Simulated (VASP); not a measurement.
# H (P6_3/mmc) in VASP: notebook

The runs below take H through single point, relaxation of cell and atoms, with PBE.

All numbers are computed with VASP 6.6.1; they aren't measurements. Logs are shortened: lines on timing, memory, paths and dates and some standing lists are left out, and cuts for length are marked.

### 1 The cell of the first run

The structure is hexagonal, space group P6_3/mmc (No. 194). The conventional cell has a = 3.868 Å, b = 3.868 Å, c = 5.083 Å, α = 90.00°, β = 90.00°, γ = 120.00°. H (site symmetry 3m) has 1 H at 0.75 Å within 1.0 Å.

### 2 Single point, PBE

INCAR reads:

```
PREC     = Accurate       # precision mode
ENCUT    = 520            # plane-wave cutoff, eV
EDIFF    = 1E-7           # SCF threshold, eV
ISMEAR   = 0              # smearing method
SIGMA    = 0.02           # smearing width, eV
LREAL    = False          # projectors in reciprocal space
LASPH    = True           # aspherical terms in the spheres
NELM     = 60             # most SCF steps
ALGO     = Normal         # electronic algorithm
ISIF     = 2              # what is computed and relaxed
LWAVE    = False          # write WAVECAR
LCHARG   = False          # write CHGCAR
GGA      = PE             # functional
NBANDS   = 10             # bands
```

KPOINTS reads:

```
Automatic mesh
0
Gamma
  9 9 6
```

POSCAR reads:

```
H
1.0
    3.8681555181      0.0000000000      0.0000000000
   -1.9340777591      3.3499209445      0.0000000000
    0.0000000000      0.0000000000      5.0829596235
H
4
Direct
    0.3333333333      0.6666666667      0.1761523211
    0.6666666667      0.3333333333      0.6761523211
    0.6666666667      0.3333333333      0.8238476789
    0.3333333333      0.6666666667      0.3238476789
```

Potentials or basis: VASP PAW PBE potentials, release 64 (H).

Started as:

```console
> cat potpaw_PBE.64/H/POTCAR > POTCAR
> mpirun -np 1 vasp_std > vasp.out
```

OUTCAR:

```text
PREC = Accurate
   ENCUT = 520
   EDIFF = 1E-7
   ISMEAR = 0
   LREAL = False
   LASPH = True
   NELM = 60
   ISIF = 2
   GGA = PE

 ion  position               nearest neighbor table
   1  0.333  0.667  0.176-   4 0.75
   2  0.667  0.333  0.676-   3 0.75
   3  0.667  0.333  0.824-   2 0.75
   4  0.333  0.667  0.324-   1 0.75

  LATTYP: Found a hexagonal cell.
 ALAT       =     3.8681555181
 C/A-ratio  =     1.3140525503

  Lattice vectors:

 A1 = (   3.8681555181,   0.0000000000,   0.0000000000)
 A2 = (  -1.9340777591,   3.3499209445,   0.0000000000)
 A3 = (   0.0000000000,   0.0000000000,   5.0829596235)

Analysis of symmetry for initial positions (statically):
=====================================================================
 Subroutine PRICEL returns:
 Original cell was already a primitive cell.

 Routine SETGRP: Setting up the symmetry group for a
 hexagonal supercell.

 Subroutine GETGRP returns: Found 24 space group operations
 (whereof 12 operations were pure point group operations)
 out of a pool of 24 trial point group operations.

The static configuration has the point symmetry D_3d.
 The point group associated with its full space group is D_6h.

Analysis of symmetry for dynamics (positions and initial velocities):
=====================================================================
 Subroutine PRICEL returns:
 Original cell was already a primitive cell.

 Routine SETGRP: Setting up the symmetry group for a
 hexagonal supercell.

 Subroutine GETGRP returns: Found 24 space group operations
 (whereof 12 operations were pure point group operations)
 out of a pool of 24 trial point group operations.

The dynamic configuration has the point symmetry D_3d.
 The point group associated with its full space group is D_6h.

 Subroutine INISYM returns: Found 24 space group operations
 (whereof 12 operations are pure point group operations),
 and found     1 'primitive' translations

----------------------------------------------------------------------------------------

                                     Primitive cell

  volume of cell :      65.8651

  direct lattice vectors                    reciprocal lattice vectors
     3.868155518  0.000000000  0.000000000     0.258521147  0.149257254  0.000000000
    -1.934077759  3.349920944  0.000000000     0.000000000  0.298514507  0.000000000
     0.000000000  0.000000000  5.082959623     0.000000000  0.000000000  0.196735775

  length of vectors
     3.868155518  3.868155518  5.082959623     0.298514507  0.298514507  0.196735775

  position of ions in fractional coordinates (direct lattice)
     0.333333333  0.666666667  0.176152321
     0.666666667  0.333333333  0.676152321
     0.666666667  0.333333333  0.823847679
     0.333333333  0.666666667  0.323847679

  ion indices of the primitive-cell ions
   primitive index   ion index
                 1           1
                 2           2
                 3           3
                 4           4

----------------------------------------------------------------------------------------

 KPOINTS: Automatic mesh

Automatic generation of k-mesh.
 Grid dimensions read from file:
 generate k-points for:    9    9    6

 Generating k-lattice:

  Cartesian coordinates                     Fractional coordinates (reciprocal lattice)
     0.028724572  0.016584139  0.000000000     0.111111111  0.000000000  0.000000000
     0.000000000  0.033168279  0.000000000     0.000000000  0.111111111  0.000000000
     0.000000000  0.000000000  0.032789296     0.000000000  0.000000000  0.166666667

  Length of vectors
     0.033168279  0.033168279  0.032789296

  Shift w.r.t. Gamma in fractional coordinates (k-lattice)
     0.000000000  0.000000000  0.000000000

 Subroutine IBZKPT returns following result:
 ===========================================

 Found     48 irreducible k-points:

 Following reciprocal coordinates:
            Coordinates               Weight
  0.000000  0.000000  0.000000      1.000000
  0.111111  0.000000  0.000000      6.000000
  0.222222  0.000000  0.000000      6.000000
  0.333333 -0.000000  0.000000      6.000000
  0.444444  0.000000  0.000000      6.000000
  0.111111  0.111111  0.000000      6.000000
[... 16 lines left out ...]
  0.333333  0.222222  0.166667     24.000000
  0.333333  0.333333  0.166667      4.000000
 [... further k-points ...]
   k-points           NKPTS =     48   k-points in BZ     NKDIM =     48   number of bands    NBANDS=     10
   number of dos      NEDOS =    301   number of ions     NIONS =      4
   total plane-waves  NPLWV =  36000
   dimension x,y,z NGX =    30 NGY =   30 NGZ =   40
   dimension x,y,z NGXF=    60 NGYF=   60 NGZF=   80
   ions per type =               4
   NGX,Y,Z   is equivalent  to a cutoff of  12.89, 12.89, 13.08 a.u.
   NGXF,Y,Z  is equivalent  to a cutoff of  25.79, 25.79, 26.17 a.u.
 SYSTEM =  unknown system
   PREC   = accura    normal or accurate (medium, high low for compatibility)
   ISTART =      0    job   : 0-new  1-cont  2-samecut
   ICHARG =      2    charge: 1-file 2-atom 10-const
   ISPIN  =      1    spin polarized calculation?
   LNONCOLLINEAR =      F non collinear calculations
   LSORBIT =      F    spin-orbit coupling
   LASPH  =      T    aspherical Exc in radial PAW
   ENCUT  =  520.0 eV  38.22 Ry    6.18 a.u.   7.19  7.19  9.45*2*pi/ulx,y,z
   NELM   =     60;   NELMIN=  2; NELMDL= -5     # of ELM steps
   EDIFF  = 0.1E-06   stopping-criterion for ELM
   LREAL  =      F    real-space projection
   EDIFFG = 0.1E-05   stopping-criterion for IOM
   NSW    =      0    number of steps for IOM
   IBRION =     -1    ionic relax: 0-MD 1-quasi-New 2-CG
   NFREE  =      0    steps in history (QN), initial steepest desc. (CG)
   ISIF   =      2    stress and relaxation
   ISYM   =      2    0-nonsym 1-usesym 2-fastsym
   POTIM  = 0.5000    time-step for ionic-motion
   TEBEG  =    0.0;   TEEND  =   0.0 temperature during run
   PSTRESS=    0.0 pullay stress
   NELECT =       4.0000    total number of electrons
   NUPDOWN=      -1.0000    fix difference up-down
   EMIN   =  10.00;   EMAX   =-10.00  energy-range for DOS
   EFERMI =   0.00;   METHOD = LEGACY
   ISMEAR =     0;   SIGMA  =   0.02  broadening in eV -4-tet -1-fermi 0-gaus
   EFERMI_NEDOS =   21; number of points for ismear=-14 and -15
   IALGO  =     38    algorithm
   IMIX   =      4    mixing-type and parameters
     AMIX     =   0.40;   BMIX     =  1.00
     AMIX_MAG =   1.60;   BMIX_MAG =  1.00
  volume/ion in A,a.u.               =      16.47       111.12
  Fermi-wavevector in a.u.,A,eV,Ry     =   0.643492  1.216023  5.633926  0.414082
  Thomas-Fermi vector in A             =   1.710509
   LORBIT       =      0    0 simple, 1 ext, 2 COOP (PROOUT), +10 PAW based schemes
   GGA     = PE    functional components
   LHFCALC =     F    Hartree Fock is set to
   AEXX    =    0.0000 exact exchange contribution
   IVDW    =     0    specifies the selected vdW correction
   LEPSILON=     F    determine dielectric tensor
   LRPA    =     F    only Hartree local field effects (RPA)
 non-spin polarized calculation
 Gauss-broadening in eV      SIGMA  =   0.02
  energy-cutoff  :      520.00
  volume of cell :       65.87
 maximum number of plane-waves:      1797
 NGX is ok and might be reduce to    30

 number of electron       4.0000005 magnetization

 Free energy of the ion-electron system (eV)
  ---------------------------------------------------
  ext. energy  EPLUGINS =         0.00000000
  ---------------------------------------------------
  free energy    TOTEN  =       -13.57771237 eV

  energy without entropy =      -13.57771237  energy(sigma->0) =      -13.57771237

 E-fermi :  -8.8027     XC(G=0):  -4.5316

 val. band max:       -8.9161461498   @ k =   0.0000   0.0000   0.0000
 cond. band min:       0.3988128612   @ k =   0.0000   0.0000   0.0000
 fundamental gap:      9.3149590110
 Fermi energy:        -8.8026587996

 k-point     1 :       0.0000    0.0000    0.0000
  band No.  band energies     occupation
      1     -10.2780      2.00000
      2      -8.9161      2.00000
      3       0.3988      0.00000
      4       2.9546      0.00000
      5       6.0316      0.00000
      6       7.4761      0.00000
      7       8.1776      0.00000
      8       8.1776      0.00000
      9       9.5502      0.00000
     10       9.5502      0.00000

 k-point     2 :       0.1111    0.0000    0.0000
  band No.  band energies     occupation
      1     -10.2160      2.00000
      2      -8.9214      2.00000
      3       0.5403      0.00000
      4       2.7715      0.00000
      5       5.4213      0.00000
      6       7.1893      0.00000
      7       7.5043      0.00000
      8       8.0881      0.00000
      9      10.3048      0.00000
     10      10.3093      0.00000

 k-point     3 :       0.2222    0.0000    0.0000
  band No.  band energies     occupation
      1     -10.0439      2.00000
      2      -8.9461      2.00000
      3       0.9573      0.00000
      4       2.3036      0.00000
      5       4.4592      0.00000
      6       6.4027      0.00000
      7       6.6537      0.00000
      8       7.8005      0.00000
      9      10.4585      0.00000
     10      10.9246      0.00000
[... 248 lines left out ...]
 k-point    23 :       0.3333    0.2222    0.1667
  band No.  band energies     occupation
      1      -9.4510      2.00000
      2      -9.1849      2.00000
      3       1.4888      0.00000
      4       2.1591      0.00000
      5       2.9127      0.00000
      6       4.6952      0.00000
      7       5.5226      0.00000
      8       5.9872      0.00000
      9       9.8957      0.00000
     10      10.8671      0.00000

 k-point    24 :       0.3333    0.3333    0.1667
  band No.  band energies     occupation
      1      -9.3006      2.00000
      2      -9.3006      2.00000
      3       1.7449      0.00000
      4       2.3464      0.00000
      5       2.3464      0.00000
      6       5.0210      0.00000
      7       5.0210      0.00000
      8       5.5608      0.00000
      9       9.5381      0.00000
     10      12.4617      0.00000

 [... further k-points ...]

------------------------ aborting loop because EDIFF is reached ----------------------------------------

  FORCE on cell =-STRESS in cart. coord.  units (eV):
  Direction    XX          YY          ZZ          XY          YZ          ZX
  --------------------------------------------------------------------------------------
  -------------------------------------------------------------------------------------
  Total       -0.0465655     -0.0465655     -0.0781017      0.0000000      0.0000000      0.0000000
  in kB       -1.1327133     -1.1327133     -1.8998342      0.0000000      0.0000000      0.0000000
  external PRESSURE =      -1.3884203 kB  Pullay stress =       0.0000000 kB

 VOLUME and BASIS-vectors are now :
 -----------------------------------------------------------------------------
  energy-cutoff  :      520.00
  volume of cell :       65.87
      direct lattice vectors                 reciprocal lattice vectors
     3.868155518  0.000000000  0.000000000     0.258521147  0.149257254  0.000000000
    -1.934077759  3.349920944  0.000000000     0.000000000  0.298514507  0.000000000
     0.000000000  0.000000000  5.082959623     0.000000000  0.000000000  0.196735775

 POSITION                                       TOTAL-FORCE (eV/Angst)
 -----------------------------------------------------------------------------------
     -0.00000      2.23328      0.89538        -0.000000     -0.000000      0.011161
      1.93408      1.11664      3.43685         0.000000     -0.000000      0.011161
      1.93408      1.11664      4.18758         0.000000      0.000000     -0.011161
     -0.00000      2.23328      1.64610        -0.000000      0.000000     -0.011161
 -----------------------------------------------------------------------------------
    total drift:                               -0.000000      0.000000     -0.000000

  FREE ENERGIE OF THE ION-ELECTRON SYSTEM (eV)
  ---------------------------------------------------
  free  energy   TOTEN  =       -13.5777123747 eV

  energy  without entropy=      -13.5777123747  energy(sigma->0) =      -13.57771237
```

Run time: 49 s. Hardware: 1 thread of Intel Xeon 8259CL, shared host; peak memory 0.18 GiB.

Results:

```
Free energy            : -13.5777 eV
Pressure               : -0.1 GPa
Largest force          : 0.011 eV/Å
Band gap on the k mesh : 9.31 eV
```

Forces on the atoms (eV/Å):
```
H    0.000  0.000  0.011
H    0.000  0.000  0.011
H    0.000  0.000 -0.011
H    0.000  0.000 -0.011
```

Stress tensor (GPa, compression positive):
```
-0.11  0.00  0.00
 0.00 -0.11  0.00
 0.00  0.00 -0.19
```

Caveat: this functional lacks dispersion, which holds the molecules together, so the pressure and a relaxed volume are unreliable; an odd mesh through Γ misses points on the zone boundary, where band edges can lie.

### 3 Single point, PBE

This run uses another cell than the first one: it holds 2 atoms, not 4.

INCAR reads:

```
ALGO = Normal ; EDIFF = 1E-6
ENCUT = 520 ; GGA = PE
ISIF = 2 ; ISMEAR = 0
LASPH = T ; LCHARG = F
LREAL = F ; LWAVE = F
NBANDS = 8 ; NELM = 60
PREC = Accurate ; SIGMA = 0.1
```

KPOINTS reads:

```
k-points
0
Gamma
  12 12 14
```

POSCAR reads:

```
H
1.0
    5.7457936655      0.0000000000      0.0000000000
   -2.8728968328      4.9760032792      0.0000000000
    0.0000000000      0.0000000000      0.9793081815
H
2
Direct
    0.3333333333      0.6666666667      0.2500000000
    0.6666666667      0.3333333333      0.7500000000
```

Potentials or basis: VASP PAW PBE potentials, release 64 (H).

Started as:

```console
> cat potpaw_PBE.64/H/POTCAR > POTCAR
> mpirun -np 1 vasp_std > vasp.out
```

It took 48 s on 1 thread of Intel Xeon 8259CL, shared host; peak memory 0.15 GiB.

Results (log left out):

- Free energy: -6.1646 eV
- Pressure: -0.1 GPa
- Band gap on the k mesh: zero (bands 1 and 2 overlap by 34.65 eV)

Levels at points of the mesh, in eV from the Fermi level:
```tsv
k point	band 1	band 2	band 3	band 4	band 5	band 6
(0.00, 0.00, 0.00)	-8.18	-7.60	6.16	6.46	6.46	7.98
(0.50, 0.00, 0.00)	-7.99	-7.80	4.80	5.61	7.42	10.28
(0.00, 0.00, 0.50)	26.75	26.75	35.37	35.37	45.53	45.53
(0.50, 0.00, 0.50)	26.75	26.75	35.37	35.37	44.02	44.02
```

Caveat: the k points lie up to 0.46 Å⁻¹ apart, too coarse for converged energies and pressures of a metal.

(Part 1 of 2 ends here.)
